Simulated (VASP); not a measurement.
# In5O (F-43m) in VASP: notebook

Runs on In5O. Level: PBE. Tasks: single point, relaxation of cell and atoms.

Program: VASP 6.6.1. These are calculated values, not measurements. Logs are shortened: lines on timing, memory, paths and dates and some standing lists are left out, and cuts for length are marked.

## Step 1: The cell of the first run

Symmetry: F-43m, No. 216, cubic system. Conventional cell: a = 7.754 Å, b = 7.754 Å, c = 7.754 Å, α = 90.00°, β = 90.00°, γ = 90.00°. In (site symmetry 3m) has 9 In at 2.74 to 3.21 Å and 3 O at 3.21 Å within 3.6 Å. Within 4.2 Å of In (site symmetry -43m) lie 12 In at 3.21 Å and 4 O at 3.36 Å. O (site symmetry -43m) has 16 In at 3.21 to 3.36 Å within 4.2 Å.

The cell was built from a structure type or drawn by symmetry, and may not be a known phase.

## Step 2: Single point, PBE

Input file INCAR:

```
ALGO = Normal ; EDIFF = 1E-6
ENCUT = 520 ; GGA = PE
ISIF = 2 ; ISMEAR = 0
LASPH = True ; LCHARG = False
LREAL = False ; LWAVE = False
NBANDS = 44 ; NELM = 80
PREC = Accurate ; SIGMA = 0.1
```

Input file KPOINTS:

```
k-points
0
Gamma
  4 4 4
```

Input file POSCAR:

```
In5O
1.0
    0.0000000000      3.8770417900      3.8770417900
    3.8770417900      0.0000000000      3.8770417900
    3.8770417900      3.8770417900      0.0000000000
In O
5 1
Direct
    0.1250000000      0.6250000000      0.6250000000
    0.6250000000      0.6250000000      0.6250000000
    0.6250000000      0.1250000000      0.6250000000
    0.6250000000      0.6250000000      0.1250000000
    0.2500000000      0.2500000000      0.2500000000
    0.0000000000      0.0000000000      0.0000000000
```

Potentials or basis: VASP PAW PBE potentials, release 64 (In_d, O).

Launch:

```
> cat potpaw_PBE.64/In_d/POTCAR potpaw_PBE.64/O/POTCAR > POTCAR
> mpirun -np 1 vasp_std > vasp.out
```

OUTCAR:

```text
EDIFF = 1E-6
   ENCUT = 520
   GGA = PE
   ISIF = 2
   ISMEAR = 0
   LASPH = True
   LREAL = False
   NELM = 80
   PREC = Accurate

 ion  position               nearest neighbor table
   1  0.125  0.625  0.625-   2 2.74   4 2.74   3 2.74   2 2.74   3 2.74   4 2.74   5 3.21   5 3.21
                             5 3.21
   2  0.625  0.625  0.625-   1 2.74   3 2.74   4 2.74   4 2.74   3 2.74   1 2.74   5 3.21   5 3.21
                             5 3.21
   3  0.625  0.125  0.625-   2 2.74   4 2.74   1 2.74   2 2.74   4 2.74   1 2.74   5 3.21   5 3.21
                             5 3.21
   4  0.625  0.625  0.125-   2 2.74   1 2.74   2 2.74   3 2.74   3 2.74   1 2.74   5 3.21   5 3.21
                             5 3.21
   5  0.250  0.250  0.250-   1 3.21   3 3.21   1 3.21   3 3.21   2 3.21   4 3.21   2 3.21   4 3.21
                             4 3.21   1 3.21   3 3.21   2 3.21
   6  0.000  0.000  0.000-

  LATTYP: Found a face centered cubic cell.
 ALAT       =     7.7540835800

  Lattice vectors:

 A1 = (   0.0000000000,   3.8770417900,   3.8770417900)
 A2 = (   3.8770417900,   0.0000000000,   3.8770417900)
 A3 = (   3.8770417900,   3.8770417900,   0.0000000000)

Analysis of symmetry for initial positions (statically):
=====================================================================
 Subroutine PRICEL returns:
 Original cell was already a primitive cell.

 Routine SETGRP: Setting up the symmetry group for a
 face centered cubic supercell.

 Subroutine GETGRP returns: Found 24 space group operations
 (whereof 24 operations were pure point group operations)
 out of a pool of 48 trial point group operations.

The static configuration has the point symmetry T_d .

Analysis of symmetry for dynamics (positions and initial velocities):
=====================================================================
 Subroutine PRICEL returns:
 Original cell was already a primitive cell.

 Routine SETGRP: Setting up the symmetry group for a
 face centered cubic supercell.

 Subroutine GETGRP returns: Found 24 space group operations
 (whereof 24 operations were pure point group operations)
 out of a pool of 48 trial point group operations.

The dynamic configuration has the point symmetry T_d .

 Subroutine INISYM returns: Found 24 space group operations
 (whereof 24 operations are pure point group operations),
 and found     1 'primitive' translations

----------------------------------------------------------------------------------------

                                     Primitive cell

  volume of cell :     116.5551

  direct lattice vectors                    reciprocal lattice vectors
     0.000000000  3.877041790  3.877041790    -0.128964305  0.128964305  0.128964305
     3.877041790  0.000000000  3.877041790     0.128964305 -0.128964305  0.128964305
     3.877041790  3.877041790  0.000000000     0.128964305  0.128964305 -0.128964305

  length of vectors
     5.482965081  5.482965081  5.482965081     0.223372729  0.223372729  0.223372729

  position of ions in fractional coordinates (direct lattice)
     0.125000000  0.625000000  0.625000000
     0.625000000  0.625000000  0.625000000
     0.625000000  0.125000000  0.625000000
     0.625000000  0.625000000  0.125000000
     0.250000000  0.250000000  0.250000000
     0.000000000  0.000000000  0.000000000

  ion indices of the primitive-cell ions
   primitive index   ion index
                 1           1
                 2           2
                 3           3
                 4           4
                 5           5
                 6           6

----------------------------------------------------------------------------------------

 KPOINTS: k-points

Automatic generation of k-mesh.
 Grid dimensions read from file:
 generate k-points for:    4    4    4

 Generating k-lattice:

  Cartesian coordinates                     Fractional coordinates (reciprocal lattice)
    -0.032241076  0.032241076  0.032241076     0.250000000  0.000000000  0.000000000
     0.032241076 -0.032241076  0.032241076     0.000000000  0.250000000  0.000000000
     0.032241076  0.032241076 -0.032241076     0.000000000  0.000000000  0.250000000

  Length of vectors
     0.055843182  0.055843182  0.055843182

  Shift w.r.t. Gamma in fractional coordinates (k-lattice)
     0.000000000  0.000000000  0.000000000

 Subroutine IBZKPT returns following result:
 ===========================================

 Found      8 irreducible k-points:

 Following reciprocal coordinates:
            Coordinates               Weight
  0.000000  0.000000  0.000000      1.000000
  0.250000  0.000000  0.000000      8.000000
  0.500000  0.000000  0.000000      4.000000
  0.250000  0.250000  0.000000      6.000000
  0.500000  0.250000  0.000000     24.000000
 -0.250000  0.250000  0.000000     12.000000
  0.500000  0.500000  0.000000      3.000000
 -0.250000  0.500000  0.250000      6.000000
   k-points           NKPTS =      8   k-points in BZ     NKDIM =      8   number of bands    NBANDS=     44
   number of dos      NEDOS =    301   number of ions     NIONS =      6
   total plane-waves  NPLWV =  74088
   dimension x,y,z NGX =    42 NGY =   42 NGZ =   42
   dimension x,y,z NGXF=    84 NGYF=   84 NGZF=   84
   ions per type =               5   1
   NGX,Y,Z   is equivalent  to a cutoff of  12.73, 12.73, 12.73 a.u.
   NGXF,Y,Z  is equivalent  to a cutoff of  25.47, 25.47, 25.47 a.u.
 SYSTEM =  unknown system
   PREC   = accura    normal or accurate (medium, high low for compatibility)
   ISTART =      0    job   : 0-new  1-cont  2-samecut
   ICHARG =      2    charge: 1-file 2-atom 10-const
   ISPIN  =      1    spin polarized calculation?
   LNONCOLLINEAR =      F non collinear calculations
   LSORBIT =      F    spin-orbit coupling
   LASPH  =      T    aspherical Exc in radial PAW
   ENCUT  =  520.0 eV  38.22 Ry    6.18 a.u.  10.19 10.19 10.19*2*pi/ulx,y,z
   NELM   =     80;   NELMIN=  2; NELMDL= -5     # of ELM steps
   EDIFF  = 0.1E-05   stopping-criterion for ELM
   LREAL  =      F    real-space projection
   EDIFFG = 0.1E-04   stopping-criterion for IOM
   NSW    =      0    number of steps for IOM
   IBRION =     -1    ionic relax: 0-MD 1-quasi-New 2-CG
   NFREE  =      0    steps in history (QN), initial steepest desc. (CG)
   ISIF   =      2    stress and relaxation
   ISYM   =      2    0-nonsym 1-usesym 2-fastsym
   POTIM  = 0.5000    time-step for ionic-motion
   TEBEG  =    0.0;   TEEND  =   0.0 temperature during run
   PSTRESS=    0.0 pullay stress
   NELECT =      71.0000    total number of electrons
   NUPDOWN=      -1.0000    fix difference up-down
   EMIN   =  10.00;   EMAX   =-10.00  energy-range for DOS
   EFERMI =   0.00;   METHOD = LEGACY
   ISMEAR =     0;   SIGMA  =   0.10  broadening in eV -4-tet -1-fermi 0-gaus
   EFERMI_NEDOS =   21; number of points for ismear=-14 and -15
   IALGO  =     38    algorithm
   IMIX   =      4    mixing-type and parameters
     AMIX     =   0.40;   BMIX     =  1.00
     AMIX_MAG =   1.60;   BMIX_MAG =  1.00
  volume/ion in A,a.u.               =      19.43       131.09
  Fermi-wavevector in a.u.,A,eV,Ry     =   1.387769  2.622503 26.203492  1.925902
  Thomas-Fermi vector in A             =   2.511959
   LORBIT       =      0    0 simple, 1 ext, 2 COOP (PROOUT), +10 PAW based schemes
   GGA     = PE    functional components
   LHFCALC =     F    Hartree Fock is set to
   AEXX    =    0.0000 exact exchange contribution
   IVDW    =     0    specifies the selected vdW correction
   LEPSILON=     F    determine dielectric tensor
   LRPA    =     F    only Hartree local field effects (RPA)
 non-spin polarized calculation
 Gauss-broadening in eV      SIGMA  =   0.10
  energy-cutoff  :      520.00
  volume of cell :      116.56
 maximum number of plane-waves:      3156
 NGX is ok and might be reduce to    42
   NGX = 21   NGY = 21   NGZ = 21

 number of electron      70.9999996 magnetization

 Free energy of the ion-electron system (eV)
  ---------------------------------------------------
  ext. energy  EPLUGINS =         0.00000000
  ---------------------------------------------------
  free energy    TOTEN  =       -13.73425673 eV

  energy without entropy =      -13.73061600  energy(sigma->0) =      -13.73243636

 E-fermi :   9.0096     XC(G=0): -11.0895

 val. band max:        8.7123211627   @ k =   0.2500   0.0000   0.0000
 cond. band min:       9.0909156878   @ k =   0.5000   0.0000   0.0000
 fundamental gap:      0.3785945251
 Fermi energy:         9.0095800324

 k-point     1 :       0.0000    0.0000    0.0000
  band No.  band energies     occupation
      1      -7.5174      2.00000
      2      -6.9316      2.00000
      3      -6.9316      2.00000
      4      -6.9316      2.00000
      5      -6.7981      2.00000
      6      -6.7981      2.00000
[... 36 lines left out ...]
     43      13.2739      0.00000
     44      17.9281      0.00000

 k-point     2 :       0.2500    0.0000    0.0000
  band No.  band energies     occupation
      1      -7.3628      2.00000
      2      -6.8960      2.00000
      3      -6.8515      2.00000
      4      -6.8515      2.00000
      5      -6.7764      2.00000
      6      -6.6672      2.00000
[... 36 lines left out ...]
     43      14.0699      0.00000
     44      16.7308      0.00000

 k-point     3 :       0.5000    0.0000    0.0000
  band No.  band energies     occupation
      1      -7.2037      2.00000
      2      -6.8431      2.00000
      3      -6.8153      2.00000
      4      -6.8153      2.00000
      5      -6.6656      2.00000
      6      -6.2887      2.00000
[... 224 lines left out ...]
     43      13.8391      0.00000
     44      14.1704      0.00000

 k-point     8 :      -0.2500    0.5000    0.2500
  band No.  band energies     occupation
      1      -6.8412      2.00000
      2      -6.7852      2.00000
      3      -6.7814      2.00000
      4      -6.7327      2.00000
      5      -6.7166      2.00000
      6      -6.3784      2.00000
[... 36 lines left out ...]
     43      15.4199      0.00000
     44      16.3838      0.00000

------------------------ aborting loop because EDIFF is reached ----------------------------------------

  FORCE on cell =-STRESS in cart. coord.  units (eV):
  Direction    XX          YY          ZZ          XY          YZ          ZX
  --------------------------------------------------------------------------------------
  -------------------------------------------------------------------------------------
  Total       16.6119735     16.6119735     16.6119735     -0.0000000     -0.0000000     -0.0000000
  in kB      228.3496600    228.3496600    228.3496600     -0.0000000     -0.0000000     -0.0000000
  external PRESSURE =     228.3496600 kB  Pullay stress =       0.0000000 kB

 VOLUME and BASIS-vectors are now :
 -----------------------------------------------------------------------------
  energy-cutoff  :      520.00
  volume of cell :      116.56
      direct lattice vectors                 reciprocal lattice vectors
     0.000000000  3.877041790  3.877041790    -0.128964305  0.128964305  0.128964305
     3.877041790  0.000000000  3.877041790     0.128964305 -0.128964305  0.128964305
     3.877041790  3.877041790  0.000000000     0.128964305  0.128964305 -0.128964305

 POSITION                                       TOTAL-FORCE (eV/Angst)
 -----------------------------------------------------------------------------------
      4.84630      2.90778      2.90778         0.179196     -0.179196     -0.179196
      4.84630      4.84630      4.84630         0.179196      0.179196      0.179196
      2.90778      4.84630      2.90778        -0.179196      0.179196     -0.179196
      2.90778      2.90778      4.84630        -0.179196     -0.179196      0.179196
      1.93852      1.93852      1.93852        -0.000000     -0.000000     -0.000000
      0.00000      0.00000      0.00000        -0.000000     -0.000000     -0.000000
 -----------------------------------------------------------------------------------
    total drift:                               -0.000000     -0.000000     -0.000000

  FREE ENERGIE OF THE ION-ELECTRON SYSTEM (eV)
  ---------------------------------------------------
  free  energy   TOTEN  =       -13.7342567335 eV

  energy  without entropy=      -13.7306159953  energy(sigma->0) =      -13.73243636
```

It took 75 s on 1 thread of Intel Xeon Platinum 8259CL at 2.50GHz (Skylake/Cascade Lake), shared host; peak memory 0.26 GiB.

Results:

```
Free energy            : -13.7343 eV
Pressure               : 22.8 GPa
Band gap on the k mesh : zero (an odd number of electrons rules out a gap without spin polarisation)
```

Levels at points of the mesh, in eV from the Fermi level:
| k point | band 32 | band 33 | band 34 | band 35 | band 36 | band 37 | band 38 | band 39 |
| --- | --- | --- | --- | --- | --- | --- | --- | --- |
| (0.00, 0.00, 0.00) | -2.30 | -2.01 | -2.01 | -2.01 | -0.77 | -0.77 | -0.77 | 0.49 |
| (0.50, 0.00, 0.00) | -2.93 | -2.93 | -0.95 | -0.47 | 0.08 | 0.08 | 2.74 | 2.74 |
| (0.50, 0.50, 0.00) | -1.78 | -0.85 | -0.68 | -0.68 | 2.06 | 3.12 | 3.12 | 3.55 |

Caveat: the cell stands under pressure; spin-orbit coupling is left out, which moves the levels of the heavy elements; an odd number of electrons without spin polarisation forces a metal; a magnetic or distorted state may lie lower.

## Step 3: Single point, PBE

This run uses another cell than the first one, of 26.15 Å³/atom.

Input file INCAR:

```
SYSTEM = In5O
PREC = Accurate
ENCUT = 520
EDIFF = 1E-6
ISMEAR = 0
SIGMA = 0.1
LREAL = .FALSE.
LASPH = .TRUE.
NELM = 100
ALGO = Normal
ISIF = 2
LWAVE = .FALSE.
LCHARG = .FALSE.
GGA = PE
NBANDS = 44
```

Input file KPOINTS:

```
Automatic mesh
0
G
  4 4 4
  0 0 0
```

Input file POSCAR:

```
In5O
1.0
    0.0000000000      4.2809169971      4.2809169971
    4.2809169971      0.0000000000      4.2809169971
    4.2809169971      4.2809169971      0.0000000000
In O
5 1
Direct
    0.1237631089      0.6254122970      0.6254122970
    0.6254122970      0.6254122970      0.6254122970
    0.6254122970      0.1237631089      0.6254122970
    0.6254122970      0.6254122970      0.1237631089
    0.2500000000      0.2500000000      0.2500000000
    0.0000000000      0.0000000000      0.0000000000
```

Potentials or basis: VASP PAW PBE potentials, release 64 (In_d, O).

Launch:

```
> cat potpaw_PBE.64/In_d/POTCAR potpaw_PBE.64/O/POTCAR > POTCAR
> mpirun -np 1 vasp_std > vasp.out
```

It took 1.7 min on 1 thread of Intel Xeon Platinum 8259CL at 2.50GHz (Skylake/Cascade Lake), shared host; peak memory 0.33 GiB.

It converged, with:

```yaml
Free_energy: -15.9279 eV
Pressure: 0.2 GPa
Band_gap_on_the_k_mesh: zero (an odd number of electrons rules out a gap without spin polarisation)
```

Levels at points of the mesh, in eV from the Fermi level:
```
           k point  band 33  band 34  band 35  band 36  band 37  band 38
(0.00, 0.00, 0.00)    -1.85    -1.85    -1.85    -0.57    -0.57    -0.57
(0.50, 0.00, 0.00)    -1.85    -0.90    -0.53     0.08     0.08     2.33
(0.50, 0.50, 0.00)    -0.52    -0.48    -0.48     1.22     2.23     2.23
```

Caveat: spin-orbit coupling is left out, which moves the levels of the heavy elements; an odd number of electrons without spin polarisation forces a metal; a magnetic or distorted state may lie lower.

## Step 4: Relaxation of cell and atoms, PBE

Input file INCAR:

```
PREC = Accurate
ENCUT = 600
EDIFF = 1E-6
ISMEAR = 0
SIGMA = 0.1
LREAL = False
LASPH = True
NELM = 100
ALGO = Normal
ISIF = 3
LWAVE = False
LCHARG = False
GGA = PE
IBRION = 2
NSW = 90
EDIFFG = -0.04
```

Input file KPOINTS:

```
Automatic mesh
0
Gamma
  4 4 4
```

Input file POSCAR:

```
In5O
1.0
    0.0000000000      3.8770417900      3.8770417900
    3.8770417900      0.0000000000      3.8770417900
    3.8770417900      3.8770417900      0.0000000000
In O
5 1
Direct
    0.1250000000      0.6250000000      0.6250000000
    0.6250000000      0.6250000000      0.6250000000
    0.6250000000      0.1250000000      0.6250000000
    0.6250000000      0.6250000000      0.1250000000
    0.2500000000      0.2500000000      0.2500000000
    0.0000000000      0.0000000000      0.0000000000
```

Launch:

```
> cat potpaw_PBE.64/In_d/POTCAR potpaw_PBE.64/O/POTCAR > POTCAR
> mpirun -np 1 vasp_std > vasp.out
```

It took 7.3 min on 1 thread of Intel Xeon Platinum 8259CL at 2.50GHz (Skylake/Cascade Lake), shared host; peak memory 0.34 GiB.

It converged, with:

```
Free energy                           : -15.9085 eV
Relaxed volume                        : 26.33 Å³/atom
Relaxed cell                          : a = 6.068 Å, b = 6.068 Å, c = 6.068 Å, α = 60.00°, β = 60.00°, γ = 60.00°
Space group after relaxing (to 0.1 Å) : F-43m (No. 216)
Energy gained by relaxing             : 362.1 meV/atom
Ionic steps                           : 5
Pressure after relaxing               : 0.0 GPa
Band gap on the k mesh                : zero (an odd number of electrons rules out a gap without spin polarisation)
```

The path:
| step | energy change (eV) | largest force (eV/Å) | pressure (GPa) | volume (Å³) |
| --- | --- | --- | --- | --- |
| 1 | 0.0000 | 0.3103 | 22.86 | 116.56 |
| 2 | -2.0837 | 0.1461 | -2.12 | 169.85 |
| 3 | -2.1689 | 0.1264 | 0.35 | 156.18 |
| 4 | -2.1707 | 0.1303 | 0.00 | 157.85 |
| 5 | -2.1725 | 0.0226 | -0.03 | 157.95 |

Final structure:
```
In O
1.0
     0.00000    4.29043    4.29043
     4.29043    0.00000    4.29043
     4.29043    4.29043    0.00000
In O
5 1
Direct
  0.12347 0.62551 0.62551
  0.62551 0.62551 0.62551
  0.62551 0.12347 0.62551
  0.62551 0.62551 0.12347
  0.25000 0.25000 0.25000
  0.00000 0.00000 0.00000
```

Levels at points of the mesh, in eV from the Fermi level:
| k point | band 31 | band 32 | band 33 | band 34 | band 35 | band 36 | band 37 | band 38 | band 39 | band 40 |
| --- | --- | --- | --- | --- | --- | --- | --- | --- | --- | --- |
| (0.00, 0.00, 0.00) | -2.38 | -2.38 | -1.84 | -1.84 | -1.84 | -0.56 | -0.56 | -0.56 | 0.75 | 0.75 |
| (0.50, 0.00, 0.00) | -3.09 | -1.83 | -1.83 | -0.90 | -0.53 | 0.08 | 0.08 | 2.32 | 2.32 | 2.64 |
| (0.50, 0.50, 0.00) | -4.15 | -1.16 | -0.51 | -0.48 | -0.48 | 1.20 | 2.21 | 2.21 | 2.98 | 3.30 |

Caveat: the volume moved by over 15 % at a fixed basis, so the end points are rough; spin-orbit coupling is left out, which moves the levels of the heavy elements; an odd number of electrons without spin polarisation forces a metal; a magnetic or distorted state may lie lower.

## Step 5: The runs side by side

| task | cell | cutoff (eV) | gap on the mesh (eV) | pressure (GPa) |
| --- | --- | --- | --- | --- |
| single point | a = 5.483 Å, angles 60.0°, 6 atoms | 520 | none | 22.8 |
| single point | a = 6.054 Å, angles 60.0°, 6 atoms | 520 | none | 0.2 |
| relaxation of cell and atoms | relaxed from a = 5.483 Å, angles 60.0°, 6 atoms | 600 | none | 0.0 |

Alike in all rows: level PBE; potentials or basis VASP PAW PBE potentials, release 64 (In_d, O); no spin polarisation; k mesh 4 × 4 × 4; smearing gaussian 0.1 eV.

Caveats: spin-orbit coupling is left out, which moves the levels of the heavy elements; an odd number of electrons without spin polarisation forces a metal; a magnetic or distorted state may lie lower; the cell stands under pressure (at least some runs); the volume moved by over 15 % at a fixed basis, so the end points are rough (at least some runs).

Absolute energies hang on the potentials; compare differences alone.
